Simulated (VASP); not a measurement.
# AgCl (P6_3mc) in VASP: single point with r2SCAN

Aim: the single point of AgCl with r2SCAN.

All numbers are computed with VASP 6.6.1; they aren't measurements. Logs are shortened: lines on timing, memory, paths and dates and some standing lists are left out, and cuts for length are marked.

## Step 1: The cell of the first run

The typed cell holds 4 atoms: a = 4.390 Å, b = 4.390 Å, c = 5.558 Å, α = 90.00°, β = 90.00°, γ = 120.00°.

## Step 2: Single point, r2SCAN (strain -2.9%)

Input file POSCAR:

```
AgCl
1.0
    4.3895725603      0.0000000000      0.0000000000
   -2.1947862801      3.8014813490      0.0000000000
    0.0000000000      0.0000000000      5.5576892261
Ag Cl
2 2
Direct
    0.3333333333      0.6666666667     -0.0622203809
    0.6666666667      0.3333333333      0.4377796191
    0.3333333333      0.6666666667      0.4372203809
    0.6666666667      0.3333333333      0.9372203809
```

Input file INCAR.step1:

```
  PREC = Accurate
  ENCUT = 520
  ISMEAR = 0
  SIGMA = 0.01
  LREAL = F
  LASPH = T
  NELM = 100
  NBANDS = 26
  GGA = PE
  ALGO = Normal
  EDIFF = 1E-4
  LWAVE = T
  LCHARG = F
```

Input file INCAR.step2:

```
  PREC = Accurate
  ENCUT = 520
  EDIFF = 1E-6
  ISMEAR = 0
  SIGMA = 0.01
  LREAL = F
  LASPH = T
  NELM = 100
  ALGO = Normal
  ISIF = 2
  LWAVE = F
  LCHARG = F
  METAGGA = R2SCAN
  LMIXTAU = T
  NBANDS = 26
  ISTART = 1
```

Input file KPOINTS:

```
Automatic mesh
0
Gamma
  6 6 4
```

Potentials or basis: VASP PAW PBE potentials, release 64 (Ag, Cl).

Started as:

```bash
$ cat potpaw_PBE.64/Ag/POTCAR potpaw_PBE.64/Cl/POTCAR > POTCAR
$ cp INCAR.step1 INCAR
$ mpirun -np 1 vasp_std > vasp.out
$ cp INCAR.step2 INCAR
$ mpirun -np 1 vasp_std > vasp.out
```

OUTCAR:

```text
PREC = Accurate
   ENCUT = 520
   EDIFF = 1E-6
   ISMEAR = 0
   LREAL = F
   LASPH = T
   NELM = 100
   ISIF = 2
   METAGGA = R2SCAN
   ISTART = 1

 ion  position               nearest neighbor table
   1  0.333  0.667  0.938-   4 2.53   4 2.53   4 2.53   3 2.78   3 2.78
   2  0.667  0.333  0.438-   3 2.53   3 2.53   3 2.53   4 2.78   4 2.78
   3  0.333  0.667  0.437-   2 2.53   2 2.53   2 2.53   1 2.78   1 2.78
   4  0.667  0.333  0.937-   1 2.53   1 2.53   1 2.53   2 2.78   2 2.78

  LATTYP: Found a hexagonal cell.
 ALAT       =     4.3895725603
 C/A-ratio  =     1.2661117113

  Lattice vectors:

 A1 = (   4.3895725603,   0.0000000000,   0.0000000000)
 A2 = (  -2.1947862801,   3.8014813490,   0.0000000000)
 A3 = (   0.0000000000,   0.0000000000,   5.5576892261)

Analysis of symmetry for initial positions (statically):
=====================================================================
 Subroutine PRICEL returns:
 Original cell was already a primitive cell.

 Routine SETGRP: Setting up the symmetry group for a
 hexagonal supercell.

 Subroutine GETGRP returns: Found 12 space group operations
 (whereof  6 operations were pure point group operations)
 out of a pool of 24 trial point group operations.

The static configuration has the point symmetry C_3v.
 The point group associated with its full space group is C_6v.

Analysis of symmetry for dynamics (positions and initial velocities):
=====================================================================
 Subroutine PRICEL returns:
 Original cell was already a primitive cell.

 Routine SETGRP: Setting up the symmetry group for a
 hexagonal supercell.

 Subroutine GETGRP returns: Found 12 space group operations
 (whereof  6 operations were pure point group operations)
 out of a pool of 24 trial point group operations.

The dynamic configuration has the point symmetry C_3v.
 The point group associated with its full space group is C_6v.

 Subroutine INISYM returns: Found 12 space group operations
 (whereof  6 operations are pure point group operations),
 and found     1 'primitive' translations

----------------------------------------------------------------------------------------

                                     Primitive cell

  volume of cell :      92.7405

  direct lattice vectors                    reciprocal lattice vectors
     4.389572560  0.000000000  0.000000000     0.227812614  0.131527674  0.000000000
    -2.194786280  3.801481349  0.000000000     0.000000000  0.263055348  0.000000000
     0.000000000  0.000000000  5.557689226     0.000000000  0.000000000  0.179930896

  length of vectors
     4.389572560  4.389572560  5.557689226     0.263055348  0.263055348  0.179930896

  position of ions in fractional coordinates (direct lattice)
     0.333333333  0.666666667  0.937779619
     0.666666667  0.333333333  0.437779619
     0.333333333  0.666666667  0.437220381
     0.666666667  0.333333333  0.937220381

  ion indices of the primitive-cell ions
   primitive index   ion index
                 1           1
                 2           2
                 3           3
                 4           4

----------------------------------------------------------------------------------------

 KPOINTS: Automatic mesh

Automatic generation of k-mesh.
 Grid dimensions read from file:
 generate k-points for:    6    6    4

 Generating k-lattice:

  Cartesian coordinates                     Fractional coordinates (reciprocal lattice)
     0.037968769  0.021921279  0.000000000     0.166666667  0.000000000  0.000000000
     0.000000000  0.043842558  0.000000000     0.000000000  0.166666667  0.000000000
     0.000000000  0.000000000  0.044982724     0.000000000  0.000000000  0.250000000

  Length of vectors
     0.043842558  0.043842558  0.044982724

  Shift w.r.t. Gamma in fractional coordinates (k-lattice)
     0.000000000  0.000000000  0.000000000

 Subroutine IBZKPT returns following result:
 ===========================================

 Found     21 irreducible k-points:

 Following reciprocal coordinates:
            Coordinates               Weight
  0.000000  0.000000  0.000000      1.000000
  0.166667  0.000000  0.000000      6.000000
  0.333333  0.000000  0.000000      6.000000
  0.500000  0.000000  0.000000      3.000000
  0.166667  0.166667  0.000000      6.000000
  0.333333  0.166667  0.000000     12.000000
[... 13 lines left out ...]
  0.333333  0.166667  0.500000     12.000000
  0.333333  0.333333  0.500000      2.000000
   k-points           NKPTS =     21   k-points in BZ     NKDIM =     21   number of bands    NBANDS=     26
   number of dos      NEDOS =    301   number of ions     NIONS =      4
   total plane-waves  NPLWV =  54432
   dimension x,y,z NGX =    36 NGY =   36 NGZ =   42
   dimension x,y,z NGXF=    72 NGYF=   72 NGZF=   84
   ions per type =               2   2
   NGX,Y,Z   is equivalent  to a cutoff of  13.63, 13.63, 12.56 a.u.
   NGXF,Y,Z  is equivalent  to a cutoff of  27.27, 27.27, 25.13 a.u.
 SYSTEM =  unknown system
   PREC   = accura    normal or accurate (medium, high low for compatibility)
   ISTART =      1    job   : 0-new  1-cont  2-samecut
   ICHARG =      0    charge: 1-file 2-atom 10-const
   ISPIN  =      1    spin polarized calculation?
   LNONCOLLINEAR =      F non collinear calculations
   LSORBIT =      F    spin-orbit coupling
   LASPH  =      T    aspherical Exc in radial PAW
   ENCUT  =  520.0 eV  38.22 Ry    6.18 a.u.   8.16  8.16 10.33*2*pi/ulx,y,z
   NELM   =    100;   NELMIN=  2; NELMDL=  0     # of ELM steps
   EDIFF  = 0.1E-05   stopping-criterion for ELM
   LREAL  =      F    real-space projection
   EDIFFG = 0.1E-04   stopping-criterion for IOM
   NSW    =      0    number of steps for IOM
   IBRION =     -1    ionic relax: 0-MD 1-quasi-New 2-CG
   NFREE  =      0    steps in history (QN), initial steepest desc. (CG)
   ISIF   =      2    stress and relaxation
   ISYM   =      2    0-nonsym 1-usesym 2-fastsym
   POTIM  = 0.5000    time-step for ionic-motion
   TEBEG  =    0.0;   TEEND  =   0.0 temperature during run
   PSTRESS=    0.0 pullay stress
   NELECT =      36.0000    total number of electrons
   NUPDOWN=      -1.0000    fix difference up-down
   EMIN   =  10.00;   EMAX   =-10.00  energy-range for DOS
   EFERMI =   0.00;   METHOD = LEGACY
   ISMEAR =     0;   SIGMA  =   0.01  broadening in eV -4-tet -1-fermi 0-gaus
   EFERMI_NEDOS =   21; number of points for ismear=-14 and -15
   IALGO  =     38    algorithm
   IMIX   =      4    mixing-type and parameters
     AMIX     =   0.40;   BMIX     =  1.00
     AMIX_MAG =   1.60;   BMIX_MAG =  1.00
  volume/ion in A,a.u.               =      23.19       156.46
  Fermi-wavevector in a.u.,A,eV,Ry     =   1.194224  2.256757 19.404242  1.426172
  Thomas-Fermi vector in A             =   2.330220
   LORBIT       =      0    0 simple, 1 ext, 2 COOP (PROOUT), +10 PAW based schemes
   METAGGA = R2SCAN    functional components
   LHFCALC =     F    Hartree Fock is set to
   AEXX    =    0.0000 exact exchange contribution
   IVDW    =     0    specifies the selected vdW correction
   LEPSILON=     F    determine dielectric tensor
   LRPA    =     F    only Hartree local field effects (RPA)
 non-spin polarized calculation
 Gauss-broadening in eV      SIGMA  =   0.01
  energy-cutoff  :      520.00
  volume of cell :       92.74
 maximum number of plane-waves:      2523
 NGX is ok and might be reduce to    36
   NGX = 17   NGY = 17   NGZ = 21

 number of electron      36.0000008 magnetization

 Free energy of the ion-electron system (eV)
  ---------------------------------------------------
  ext. energy  EPLUGINS =         0.00000000
  ---------------------------------------------------
  free energy    TOTEN  =       -57.03521576 eV

  energy without entropy =      -57.03521576  energy(sigma->0) =      -57.03521576

 E-fermi :   2.8785     XC(G=0):  -9.8643

 val. band max:        2.8067963687   @ k =   0.3333   0.3333   0.5000
 cond. band min:       4.5258660151   @ k =   0.0000   0.0000   0.0000
 fundamental gap:      1.7190696465
 Fermi energy:         2.8785325804

 k-point     1 :       0.0000    0.0000    0.0000
  band No.  band energies     occupation
      1     -13.2019      2.00000
      2     -12.7335      2.00000
      3      -2.0442      2.00000
      4      -2.0442      2.00000
      5      -1.7984      2.00000
      6      -1.7984      2.00000
[... 18 lines left out ...]
     25      11.9042      0.00000
     26      13.7897      0.00000

 k-point     2 :       0.1667    0.0000    0.0000
  band No.  band energies     occupation
      1     -13.1482      2.00000
      2     -12.7332      2.00000
      3      -2.0608      2.00000
      4      -1.9626      2.00000
      5      -1.8311      2.00000
      6      -1.6860      2.00000
[... 18 lines left out ...]
     25      12.4251      0.00000
     26      13.4238      0.00000

 k-point     3 :       0.3333    0.0000    0.0000
  band No.  band energies     occupation
      1     -13.0229      2.00000
      2     -12.7497      2.00000
      3      -2.1229      2.00000
      4      -1.7634      2.00000
      5      -1.7568      2.00000
      6      -1.5358      2.00000
[... 18 lines left out ...]
     25      12.8344      0.00000
     26      13.3111      0.00000

 k-point     4 :       0.5000    0.0000    0.0000
  band No.  band energies     occupation
      1     -12.9366      2.00000
      2     -12.7810      2.00000
      3      -2.1526      2.00000
      4      -1.6595      2.00000
      5      -1.6277      2.00000
      6      -1.3686      2.00000
[... 18 lines left out ...]
     25      13.1692      0.00000
     26      14.1032      0.00000
[... 409 lines left out ...]
      1     -12.8725      2.00000
      2     -12.8725      2.00000
      3      -2.2919      2.00000
      4      -2.2919      2.00000
      5      -1.6899      2.00000
      6      -1.6899      2.00000
[... 18 lines left out ...]
     25      11.9441      0.00000
     26      11.9441      0.00000

 k-point    20 :       0.3333    0.1667    0.5000
  band No.  band energies     occupation
      1     -12.8274      2.00000
      2     -12.8274      2.00000
      3      -2.3635      2.00000
      4      -2.3635      2.00000
      5      -1.5387      2.00000
      6      -1.5387      2.00000
[... 18 lines left out ...]
     25      12.6886      0.00000
     26      12.6886      0.00000

 k-point    21 :       0.3333    0.3333    0.5000
  band No.  band energies     occupation
      1     -12.8125      2.00000
      2     -12.8125      2.00000
      3      -2.3465      2.00000
      4      -2.3465      2.00000
      5      -1.4947      2.00000
      6      -1.4947      2.00000
[... 18 lines left out ...]
     25      12.8839      0.00000
     26      12.8839      0.00000

------------------------ aborting loop because EDIFF is reached ----------------------------------------

  FORCE on cell =-STRESS in cart. coord.  units (eV):
  Direction    XX          YY          ZZ          XY          YZ          ZX
  --------------------------------------------------------------------------------------
  -------------------------------------------------------------------------------------
  Total        2.5357783      2.5357783      2.2868571      0.0000000      0.0000000      0.0000000
  in kB       43.8079078     43.8079078     39.5075647      0.0000000      0.0000000      0.0000000
  external PRESSURE =      42.3744601 kB  Pullay stress =       0.0000000 kB

 VOLUME and BASIS-vectors are now :
 -----------------------------------------------------------------------------
  energy-cutoff  :      520.00
  volume of cell :       92.74
      direct lattice vectors                 reciprocal lattice vectors
     4.389572560  0.000000000  0.000000000     0.227812614  0.131527674  0.000000000
    -2.194786280  3.801481349  0.000000000     0.000000000  0.263055348  0.000000000
     0.000000000  0.000000000  5.557689226     0.000000000  0.000000000  0.179930896

 POSITION                                       TOTAL-FORCE (eV/Angst)
 -----------------------------------------------------------------------------------
     -0.00000      2.53432      5.21189         0.000000      0.000000     -0.004002
      2.19479      1.26716      2.43304         0.000000     -0.000000     -0.004002
     -0.00000      2.53432      2.42994         0.000000     -0.000000      0.004002
      2.19479      1.26716      5.20878        -0.000000      0.000000      0.004002
 -----------------------------------------------------------------------------------
    total drift:                               -0.000000      0.000000      0.002445

  FREE ENERGIE OF THE ION-ELECTRON SYSTEM (eV)
  ---------------------------------------------------
  free  energy   TOTEN  =       -57.0352157615 eV

  energy  without entropy=      -57.0352157615  energy(sigma->0) =      -57.03521576
```

Run time: 6.2 min. Hardware: 1 thread of AMD EPYC 7R13, shared host; peak memory 0.23 GiB.

What came out:

| Quantity | Value |
| --- | --- |
| Free energy | -57.0352 eV |
| Pressure | 4.2 GPa |
| Largest force | 0.004 eV/Å |
| Band gap on the k mesh | 1.72 eV (least direct gap 1.73 eV) |

Forces in eV/Å, atoms in the order of the input:
```
Ag   0.000  0.000 -0.004
Ag   0.000  0.000 -0.004
Cl   0.000  0.000  0.004
Cl   0.000  0.000  0.004
```

Caveat: the cell differs from its parent crystal (strain -2.9%); the cell stands under pressure; the PAW data sets were made with another functional, which shifts forces and pressure a little. A k mesh can miss the band edges.
